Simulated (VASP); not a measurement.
Here is a VASP 6.6.1 calculation.

The input INCAR:

```
PREC     = Accurate       # precision mode
ENCUT    = 520            # plane-wave cutoff, eV
EDIFF    = 1E-6           # SCF threshold, eV
ISMEAR   = 0              # smearing method
SIGMA    = 0.05           # smearing width, eV
LREAL    = False          # projectors in reciprocal space
LASPH    = True           # aspherical terms in the spheres
NELM     = 100            # most SCF steps
ALGO     = Normal         # electronic algorithm
ISIF     = 2              # what is computed and relaxed
LWAVE    = False          # write WAVECAR
LCHARG   = False          # write CHGCAR
GGA      = PE             # functional
NBANDS   = 26             # bands
```

The input KPOINTS:

```
regular mesh
0
Gamma
  8 6 8
```

File POSCAR:

```
GaP
1.0
    3.8926748957      0.0000000000      0.0000000000
    0.0000000000      5.5050736314      0.0000000000
    0.0000000000      0.0000000000      3.8926748957
Ga P
2 2
Direct
    0.0000000000      0.0000000000      0.0000000000
    0.5000000000      0.5000000000      0.5000000000
    1.0000000000      0.7500000000      0.5000000000
    0.5000000000      0.2500000000      1.0000000000
```

Potentials or basis: VASP PAW PBE potentials, release 64 (Ga_d, P).

The run is started by

```console
$ cat potpaw_PBE.64/Ga_d/POTCAR potpaw_PBE.64/P/POTCAR > POTCAR
$ mpirun -np 1 vasp_std > vasp.out
```

Q: What does it give for the pressure?

A: 0.0 GPa.

Q: What does it give for the band gap on the k mesh?

A: 1.58 eV.

**Measured values to compare with.**

From “Stacking defects in GaP nanowires: Electronic structure and optical properties”, 2018, arxiv:1810.01194, for a bulk crystal of GaP at 10 K: band gap 2.34 eV (indirect).

Measured gap of GaP: 2.34 eV (indirect; 10 K; quoted in “Stacking defects in GaP nanowires: Electronic structure and optical properties”, 2018, arxiv:1810.01194). This calculation gives 1.58 eV (-0.76 eV). Spin-orbit coupling on Ga is left out. The value is that of PBE on a finite k mesh, which can miss the band edges, without temperature or zero-point motion. Semilocal functionals fall short of measured gaps as a rule.
